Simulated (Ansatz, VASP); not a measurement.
**Two plane-wave programs on Ga**

```
Ga
1.0
    -1.65192    1.65192    1.65192
     1.65192   -1.65192    1.65192
     1.65192    1.65192   -1.65192
Ga
1
Cartesian
  0.0000 0.0000 0.0000
```

Change from the starting cell: volume scaled by 1.002, to set the pressure.

Alike in both runs: task single point; functional PBEsol; k mesh 16 × 16 × 16; occupations fermi-dirac, width 0.1 eV; no spin polarisation.

|  | VASP | Ansatz |
| --- | --- | --- |
| version | VASP 6.6.1 | Ansatz 0.2.0 |
| potentials or method | VASP PAW PBE potentials, release 64 (Ga_d) | PAW with Ansatz's default frozen-core files, scalar-relativistic |
| plane-wave cutoff (eV) | 520 | 420 |
| valence electrons in the cell | 13 | 13 |

```csv
,VASP,Ansatz,Ansatz less VASP
pressure (GPa),-0.1,-0.1,-0.06
```

VASP's potentials were made for PBE, not for PBEsol. The functional is the same, so the differences come from potentials, cutoffs and numerics.
